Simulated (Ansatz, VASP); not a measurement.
KF: VASP beside Ansatz

```
K F
1.0
     0.00000    2.68961    2.68961
     2.68961    0.00000    2.68961
     2.68961    2.68961    0.00000
K F
1 1
Direct
  0.00000 0.00000 0.00000
  0.50000 0.50000 0.50000
```

Change from the starting cell: species swapped into the TmN type (Fm-3m, No. 225).

Alike in both runs: functional PBE; k mesh 5 × 5 × 5; occupations gaussian, width 0.15 eV; no spin polarisation.

Ansatz relaxed the structure, and its values are those at the end. VASP's run is a single point on that final structure, the one shown.

|  | VASP | Ansatz |
| --- | --- | --- |
| version | VASP 6.6.1 | Ansatz 0.2.0 |
| potentials or method | VASP PAW PBE potentials, release 64 (K_sv, F), cutoff 520 eV | scalar-relativistic, plane waves, PAW |
| valence electrons in the cell | 16 | 16 |

Ansatz gave:

| Quantity | Value |
| --- | --- |
| gap on the k mesh at the Fermi level (eV) | 6.08 |
| least direct gap on the mesh (eV) | 6.08 |
| pressure (GPa) | 0.7 |

Task: What did VASP give for the same quantities?

Result: gap on the k mesh at the Fermi level (eV): 6.06; least direct gap on the mesh (eV): 6.06; pressure (GPa): 0.7.

The functional is the same, so the differences come from potentials, cutoffs and numerics.
